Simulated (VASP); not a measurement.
Li: single point with PBEsol

Li:

```xyz
2
Lattice="3.0930 0.0000 0.0000 -1.5465 2.6786 0.0000 0.0000 0.0000 4.8906" Properties=species:S:1:pos:R:3 pbc="T T T"
Li    0.0000    1.7858    1.2226
Li    1.5465    0.8929    3.6679
```

This isn't the form of Li at room conditions, which is bcc.

* Program: VASP 6.6.1
* Task: single point
* Functional: PBEsol
* Potentials or basis: VASP PAW PBE potentials, release 64 (Li_sv)
* Cutoff: 750 eV
* k mesh: 6 × 6 × 4
* Occupations: gaussian, width 0.1 eV
* Spin: no spin polarisation

```yaml
Pressure: -0.1 GPa
Band_gap_on_the_k_mesh: zero (bands 3 and 4 overlap by 4.47 eV)
```

Levels at points of the mesh, in eV from the Fermi level:
```tsv
k point	band 1	band 2	band 3	band 4	band 5	band 6
(0.00, 0.00, 0.00)	-45.73	-45.71	-3.39	0.34	3.36	12.27
(0.50, 0.00, 0.00)	-45.71	-45.70	0.02	1.14	4.91	6.10
(0.00, 0.00, 0.50)	-45.72	-45.72	-2.23	-2.23	8.67	8.67
(0.50, 0.00, 0.50)	-45.71	-45.71	0.82	0.82	3.62	3.62
```

Wall time 8.4 s on 1 thread of Intel(R) Xeon(R) 6975P-C (Granite Rapids), on a shared host, peak memory 0.17 GiB.

Caveat: the k points lie up to 0.39 Å⁻¹ apart, too coarse for converged energies and pressures of a metal; the PAW data sets were made with another functional, which shifts forces and pressure a little.
